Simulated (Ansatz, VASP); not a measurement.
# One calculation of MgS, two programs

```
Mg S
1.0
    -0.27465    2.47183    2.47183
     2.47183   -0.27465    2.47183
     2.47183    2.47183   -0.27465
Mg S
1 1
Direct
  0.00000 0.00000 0.00000
  0.50000 0.50000 0.50000
```

Alike in both runs: task single point; functional PBE; k mesh 8 × 8 × 8; occupations gaussian, width 0.05 eV; no spin polarisation.

```csv
,VASP,Ansatz
version,VASP 6.6.1,Ansatz 0.2.0
potentials or method,"VASP PAW PBE potentials, release 64 (Mg, S), cutoff 520 eV","scalar-relativistic, plane waves, PAW"
valence electrons in the cell,8,16
```

VASP gave:

| Property | Result |
| --- | --- |
| gap on the k mesh at the Fermi level (eV) | 1.63 |
| least direct gap on the mesh (eV) | 2.54 |
| pressure (GPa) | 0.9 |
| traceless stress, the component that is largest in VASP (GPa) | 4.74 |

Which values does Ansatz return?

gap on the k mesh at the Fermi level (eV): 1.64; least direct gap on the mesh (eV): 2.55; pressure (GPa): 1.2; traceless stress, the component that is largest in VASP (GPa): 4.73.

With one functional, cell and mesh, what is left measures potentials, basis and numerics. VASP's potentials hold 8 valence electrons a cell and Ansatz's 16, so a difference there can come from the potentials and not from the codes.
